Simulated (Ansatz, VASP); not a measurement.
**Te2Mo in VASP and in Ansatz**

```xyz
6
Lattice="6.3616 0.0000 0.0000 0.0000 3.4804 0.0000 -0.0857 0.0000 36.1759" Properties=species:S:1:pos:R:3 pbc="T T T"
Te    2.6844    2.6103   19.5604
Te    3.5915    0.8701   16.6155
Te    5.8104    0.8701   20.1329
Te    0.4655    2.6103   16.0430
Mo    1.1110    0.8701   17.9963
Mo    5.1649    2.6103   18.1796
```

Alike in both runs: functional r2SCAN; k mesh 4 × 8 × 1; occupations fermi-dirac, width 0.05 eV; no spin polarisation.

|  | VASP | Ansatz |
| --- | --- | --- |
| version | VASP 6.6.1 | Ansatz 0.2.0 |
| potentials or method | VASP PAW PBE potentials, release 64 (Te, Mo_sv) | Ansatz PAW |
| plane-wave cutoff (eV) | 550 | 500 |
| valence electrons in the cell | 52 | 92 |
| task | single point | band structure |

|  | VASP | Ansatz | Ansatz less VASP |
| --- | --- | --- | --- |
| gap on the k mesh at the Fermi level (eV) | none | none | - |
| rms of the force components (eV/Å) | 0.015 | 0.009 | -0.0066 |

VASP's potentials were made for PBE, not for r2SCAN. Atom by atom the forces differ by 0.012 eV/Å (rms over components). A gap of «none» marks a metal or a gap that the smearing closes. The functional is the same, so the differences come from potentials, cutoffs and numerics. VASP's potentials hold 52 valence electrons a cell and Ansatz's 92, so a difference there can come from the potentials and not from the codes.

Neither program's run includes spin-orbit coupling.
